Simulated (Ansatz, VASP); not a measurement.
One calculation of ZnGeO2, two programs

Contents of INCAR:

```
PREC = Accurate
ENCUT = 600
EDIFF = 1E-7
ISMEAR = 0
SIGMA = 0.1
LREAL = False
LASPH = True
NELM = 100
ALGO = Normal
ISIF = 3
LWAVE = False
LCHARG = False
GGA = PE
IBRION = 2
NSW = 90
EDIFFG = -0.04
```

File KPOINTS:

```
Automatic mesh
0
Gamma
  6 6 4
```

POSCAR

```
ZnGeO2
1.0
    3.4268845400      0.0000000000      0.0000000000
    0.0000000000      3.4268845400      0.0000000000
    0.0000000000      0.0000000000      4.8363706900
Zn Ge O
1 1 2
Direct
    0.5000000000      0.5000000000      0.5000000000
    0.0000000000      0.0000000000      0.0000000000
    0.0000000000      0.5000000000      0.2530086300
    0.5000000000      0.0000000000      0.7469913700
```

Input for Ansatz:

```yaml
crystal:
  lattice:
    - [3.42688454, 0.0, 0.0]
    - [0.0, 3.42688454, 0.0]
    - [0.0, 0.0, 4.83637069]
  atoms:
    - { symbol: Zn, position: [0.5, 0.5, 0.5] }
    - { symbol: Ge, position: [0.0, 0.0, 0.0] }
    - { symbol: O, position: [0.0, 0.5, 0.25300863] }
    - { symbol: O, position: [0.5, 0.0, 0.74699137] }
basis:
  ecutwfc: 420
kpoints:
  mp_grid: { grid: [6, 6, 4] }
hamiltonian:
  xc: pbe
scf:
  occupations: { method: gaussian, width: 0.1 }
  lower_state_search: "off"
output:
  forces: true
  stress: true
  eigenvalues: true
relax:
  adjacent_minimum: "off"
  f_tol: 0.04
  max_steps: 70
  cell: { stress_tol: 0.4 }
```

Change from the starting cell: species swapped into the CdHgSe2 type (P-4m2, No. 115).

Alike in both runs: task relaxation of cell and atoms; functional PBE; k mesh 6 × 6 × 4; occupations gaussian, width 0.1 eV; no spin polarisation.

|  | VASP | Ansatz |
| --- | --- | --- |
| version | VASP 6.6.1 | Ansatz 0.2.0 |
| potentials or method | VASP PAW PBE potentials, release 64 (Zn, Ge_d, O), cutoff 600 eV | scalar-relativistic, plane waves, PAW |
| valence electrons in the cell | 38 | 38 |

Ansatz gave:

| Property | Result |
| --- | --- |
| gap on the k mesh at the Fermi level, each at its own relaxed structure (eV) | none |
| relaxed volume (Å³/atom) | 14.41 |
| relaxed cell length with the largest relative difference (Å) | 3.447 |

Question: Which values does VASP return?

Answer: gap on the k mesh at the Fermi level, each at its own relaxed structure (eV): none; relaxed volume (Å³/atom): 14.48; relaxed cell length with the largest relative difference (Å): 3.464.

A gap of «none» marks a metal or a gap that the smearing closes.
